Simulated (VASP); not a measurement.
# SiNi (Pmmn) in VASP: electric field gradients with PBE

Aim: the electric field gradients of SiNi with PBE.

Everything below comes from runs of VASP 6.6.1. Logs are shortened: lines on timing, memory, paths and dates and some standing lists are left out, and cuts for length are marked.

### Step 1. The cell of the first run

It takes space group Pmmn (No. 59, orthorhombic). Conventional cell: a = 2.943 Å, b = 3.280 Å, c = 4.677 Å, α = 90.00°, β = 90.00°, γ = 90.00°. Si (site symmetry mm2) has 6 Ni at 2.34 to 2.37 Å and 6 Si at 2.65 to 2.94 Å within 3.1 Å. Within 3.1 Å of Ni (site symmetry mm2) lie 6 Si at 2.34 to 2.37 Å and 6 Ni at 2.65 to 2.94 Å.

### Step 2. Electric field gradients, PBE

Input file INCAR:

```
PREC = Accurate ; ENCUT = 520
EDIFF = 1E-8 ; ISMEAR = -1
SIGMA = 0.05 ; LREAL = False
LASPH = True ; NELM = 100
ALGO = Normal ; ISIF = 2
LWAVE = False ; LCHARG = False
GGA = PE ; LEFG = True
NBANDS = 22
```

Input file KPOINTS:

```
regular mesh
0
Gamma
  14 12 9
```

Input file POSCAR:

```
SiNi
1.0
    2.9427706600      0.0000000000      0.0000000000
    0.0000000000      3.2803255400      0.0000000000
    0.0000000000      0.0000000000      4.6774467600
Si Ni
2 2
Direct
    0.0000000000      0.0000000000      0.1568568400
    0.5000000000      0.5000000000      0.8431431600
    0.0000000000      0.0000000000      0.6575044100
    0.5000000000      0.5000000000      0.3424955900
```

Potentials or basis: VASP PAW PBE potentials, release 64 (Si, Ni).

On the command line:

```
$ cat potpaw_PBE.64/Si/POTCAR potpaw_PBE.64/Ni/POTCAR > POTCAR
$ mpirun -np 1 vasp_std > vasp.out
```

OUTCAR:

```text
PREC = Accurate
   ENCUT = 520
   EDIFF = 1E-8
   ISMEAR = -1
   LREAL = False
   LASPH = True
   NELM = 100
   ISIF = 2
   GGA = PE

 ion  position               nearest neighbor table
   1  0.000  0.000  0.157-   3 2.34   3 2.34   4 2.37   4 2.37   4 2.37   4 2.37   2 2.65   2 2.65
                             2 2.65   2 2.65
   2  0.500  0.500  0.843-   4 2.34   4 2.34   3 2.37   3 2.37   3 2.37   3 2.37   1 2.65   1 2.65
                             1 2.65   1 2.65
   3  0.000  0.000  0.658-   1 2.34   1 2.34   2 2.37   2 2.37   2 2.37   2 2.37   4 2.65   4 2.65
                             4 2.65   4 2.65
   4  0.500  0.500  0.342-   2 2.34   2 2.34   1 2.37   1 2.37   1 2.37   1 2.37   3 2.65   3 2.65
                             3 2.65   3 2.65

  LATTYP: Found a simple orthorhombic cell.
 ALAT       =     2.9427706600
 B/A-ratio  =     1.1147064855
 C/A-ratio  =     1.5894703667

  Lattice vectors:

 A1 = (   2.9427706600,   0.0000000000,   0.0000000000)
 A2 = (   0.0000000000,   3.2803255400,   0.0000000000)
 A3 = (   0.0000000000,   0.0000000000,   4.6774467600)

Analysis of symmetry for initial positions (statically):
=====================================================================
 Subroutine PRICEL returns:
 Original cell was already a primitive cell.

 Routine SETGRP: Setting up the symmetry group for a
 simple orthorhombic supercell.

 Subroutine GETGRP returns: Found  8 space group operations
 (whereof  4 operations were pure point group operations)
 out of a pool of  8 trial point group operations.

The static configuration has the point symmetry C_2v.
 The point group associated with its full space group is D_2h.

Analysis of symmetry for dynamics (positions and initial velocities):
=====================================================================
 Subroutine PRICEL returns:
 Original cell was already a primitive cell.

 Routine SETGRP: Setting up the symmetry group for a
 simple orthorhombic supercell.

 Subroutine GETGRP returns: Found  8 space group operations
 (whereof  4 operations were pure point group operations)
 out of a pool of  8 trial point group operations.

[... 148 lines left out ...]
  ---------------------------------------------------
  free energy    TOTEN  =       -23.58207664 eV

  energy without entropy =      -23.57246263  energy(sigma->0) =      -23.57726963

 E-fermi :  11.7387     XC(G=0): -12.6097

 val. band max:       11.7293332458   @ k =   0.2857   0.0833   0.4444
 cond. band min:      11.7408823565   @ k =   0.3571   0.3333   0.0000
 fundamental gap:      0.0115491106
 Fermi energy:        11.7387235272

 k-point     1 :       0.0000    0.0000    0.0000
  band No.  band energies     occupation
      1      -2.3970      2.00000
      2       3.4307      2.00000
      3       5.0758      2.00000
      4       7.4409      2.00000
      5       7.9414      2.00000
      6       8.7498      2.00000
[... 589 lines left out ...]
     21      20.2831      0.00000
     22      20.2831      0.00000

 [... further k-points ...]

------------------------ aborting loop because EDIFF is reached ----------------------------------------

  FORCE on cell =-STRESS in cart. coord.  units (eV):
  Direction    XX          YY          ZZ          XY          YZ          ZX
  --------------------------------------------------------------------------------------
  -------------------------------------------------------------------------------------
  Total        1.9721872      1.7448594      1.9564273      0.0000000      0.0000000      0.0000000
  in kB       69.9804138     61.9139899     69.4211929      0.0000000      0.0000000      0.0000000
  external PRESSURE =      67.1051989 kB  Pullay stress =       0.0000000 kB

 VOLUME and BASIS-vectors are now :
 -----------------------------------------------------------------------------
  energy-cutoff  :      520.00
  volume of cell :       45.15
      direct lattice vectors                 reciprocal lattice vectors
     2.942770660  0.000000000  0.000000000     0.339815812  0.000000000  0.000000000
     0.000000000  3.280325540  0.000000000     0.000000000  0.304847793  0.000000000
     0.000000000  0.000000000  4.677446760     0.000000000  0.000000000  0.213791851

 POSITION                                       TOTAL-FORCE (eV/Angst)
 -----------------------------------------------------------------------------------
      0.00000      0.00000      0.73369         0.000000      0.000000     -0.036353
      1.47139      1.64016      3.94376         0.000000      0.000000      0.036353
      0.00000      0.00000      3.07544         0.000000      0.000000     -0.066097
      1.47139      1.64016      1.60200         0.000000      0.000000      0.066097
 -----------------------------------------------------------------------------------
    total drift:                                0.000000      0.000000     -0.000000

  FREE ENERGIE OF THE ION-ELECTRON SYSTEM (eV)
  ---------------------------------------------------
  free  energy   TOTEN  =       -23.5820766396 eV

  energy  without entropy=      -23.5724626296  energy(sigma->0) =      -23.57726963

 Electric field gradients (V/A^2)
---------------------------------------------------------------------
 ion       V_xx      V_yy      V_zz      V_xy      V_xz      V_yz
---------------------------------------------------------------------
   1      26.030     5.772   -31.802    -0.000     0.000     0.000
   2      26.030     5.772   -31.802    -0.000    -0.000    -0.000
   3       2.551     8.460   -11.011     0.000     0.000    -0.000
   4       2.551     8.460   -11.011    -0.000     0.000     0.000
---------------------------------------------------------------------

 Electric field gradients after diagonalization (V/A^2)
 (convention: |V_zz| > |V_xx| > |V_yy|)
----------------------------------------------------------------------
 ion       V_xx      V_yy      V_zz     asymmetry (V_yy - V_xx)/ V_zz
----------------------------------------------------------------------
   1      26.030     5.772   -31.802       0.637
   2      26.030     5.772   -31.802       0.637
   3       8.460     2.551   -11.011       0.537
   4       8.460     2.551   -11.011       0.537
----------------------------------------------------------------------

           NMR quadrupolar parameters

 Cq : quadrupolar parameter    Cq=e*Q*V_zz/h
 eta: asymmetry parameters     (V_yy - V_xx)/ V_zz
 Q  : nuclear electric quadrupole moment in mb (millibarn)
----------------------------------------------------------------------
 ion       Cq(MHz)       eta       Q (mb)
----------------------------------------------------------------------
   1      -0.077       0.637       1.000
   2      -0.077       0.637       1.000
   3      -0.027       0.537       1.000
   4      -0.027       0.537       1.000
----------------------------------------------------------------------
```

OSZICAR:

```text
N       E                     dE             d eps       ncg     rms          rms(c)
DAV:   1     0.143375182047E+03    0.14338E+03   -0.12395E+04 12336   0.151E+03
DAV:   2    -0.189665720948E+02   -0.16234E+03   -0.15325E+03 12512   0.288E+02
DAV:   3    -0.268813128795E+02   -0.79147E+01   -0.77171E+01 14852   0.753E+01
[... 10 lines left out ...]
DAV:  14    -0.235820769048E+02    0.10565E-05   -0.17202E-06 18026   0.941E-03    0.292E-03
DAV:  15    -0.235820764975E+02    0.40726E-06   -0.29360E-07 19316   0.825E-03    0.110E-03
DAV:  16    -0.235820766537E+02   -0.15624E-06   -0.48069E-08 14064   0.288E-03    0.309E-04
DAV:  17    -0.235820766321E+02    0.21643E-07   -0.19314E-09  7684   0.501E-04    0.992E-05
DAV:  18    -0.235820766424E+02   -0.10281E-07   -0.84308E-10  7402   0.465E-04    0.551E-05
DAV:  19    -0.235820766396E+02    0.27558E-08   -0.22097E-10  7204   0.245E-04
   1 F= -.23582077E+02 E0= -.23577270E+02  d E =-.961401E-02
```

stdout:

```text
POSCAR found type information on POSCAR SiNi
 POSCAR found :  2 types and       4 ions
 scaLAPACK will be used
 LDA part: xc-table for (Slater+PW92), standard interpolation
 POSCAR, INCAR and KPOINTS ok, starting setup
 FFT: planning ... GRIDC
 FFT: planning ... GRID_SOFT
 FFT: planning ... GRID
 WAVECAR not read
 entering main loop
ion   1

ion   2

ion   3

ion   4
```

Run time: 3.6 min. Hardware: 1 thread of AMD EPYC 7R13 (Zen 3), shared host; peak memory 0.31 GiB.

What came out:

| Item | Value |
| --- | --- |
| Free energy | -23.5821 eV |
| Pressure | 6.7 GPa |
| Largest force | 0.066 eV/Å |
| Band gap on the k mesh | zero (bands 14 and 15 overlap by 2.09 eV) |
| Largest electric field gradient by atom | Si -31.8; Ni -11.0 V/Å² |

Forces in eV/Å, atoms in the order of the input:
```
Si   0.000  0.000 -0.036
Si   0.000  0.000  0.036
Ni   0.000  0.000 -0.066
Ni   0.000  0.000  0.066
```

Electric field gradients, principal values (V/Å²):
| atom | least | middle | greatest (by size) |
| --- | --- | --- | --- |
| 1 Si | 5.772 | 26.030 | -31.802 |
| 2 Si | 5.772 | 26.030 | -31.802 |
| 3 Ni | 2.551 | 8.460 | -11.011 |
| 4 Ni | 2.551 | 8.460 | -11.011 |

Caveat: the cell stands under pressure; without QUAD_EFG the Cq values of the log hold for a quadrupole moment of 1 mb, not for the nuclei.
